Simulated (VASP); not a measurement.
Wanted: the native input for a VASP 6.6.1 run.

```yaml
Task: electric field gradients
Functional: PBEsol
Potentials_or_basis: VASP PAW PBE potentials, release 64 (In_d, Sb)
Cutoff: 520 eV
k_mesh: 5 × 5 × 5
Occupations: fermi-dirac, width 0.05 eV
Spin: no spin polarisation
Dipole_correction: no
Further_INCAR_settings: ALGO = Normal; EDIFF = 1e-08; NBANDS = 46
```

The structure of InSb lies in POSCAR:

```
InSb
1.0
    6.4782000000      0.0000000000      0.0000000000
    0.0000000000      6.4782000000      0.0000000000
    0.0000000000      0.0000000000      6.4782000000
In Sb
4 4
Direct
    0.0000000000      0.0000000000      0.0000000000
    0.5000000000      0.5000000000      0.0000000000
    0.5000000000      0.0000000000      0.5000000000
    0.0000000000      0.5000000000      0.5000000000
    0.2500000000      0.2500000000      0.2500000000
    0.7500000000      0.7500000000      0.2500000000
    0.7500000000      0.2500000000      0.7500000000
    0.2500000000      0.7500000000      0.7500000000
```

One way to write it, as run:

INCAR

```
SYSTEM = InSb
PREC = Accurate
ENCUT = 520
EDIFF = 1E-8
ISMEAR = -1
SIGMA = 0.05
LREAL = .False.
LASPH = .True.
NELM = 60
ALGO = Normal
ISIF = 2
LWAVE = .False.
LCHARG = .False.
GGA = PS
LEFG = .True.
NBANDS = 46
```

KPOINTS

```
regular mesh
0
Gamma
  5 5 5
  0 0 0
```

Potentials or basis: VASP PAW PBE potentials, release 64 (In_d, Sb).

Launch:

```bash
$ cat potpaw_PBE.64/In_d/POTCAR potpaw_PBE.64/Sb/POTCAR > POTCAR
$ mpirun -np 1 vasp_std > vasp.out
```

It gave:

```
Pressure                                : 0.9 GPa
Band gap on the k mesh                  : zero (filled and empty bands touch)
Largest electric field gradient by atom : zero within the noise of the run
```

Caveat: semilocal functionals underestimate gaps, so a narrow gap can read as zero; the PAW data sets were made with another functional, which shifts forces and pressure a little; spin-orbit coupling is left out, which moves the levels of the heavy elements.

It took 4.8 min on 1 thread of AMD EPYC 7R13, on a shared host, peak memory 0.35 GiB.
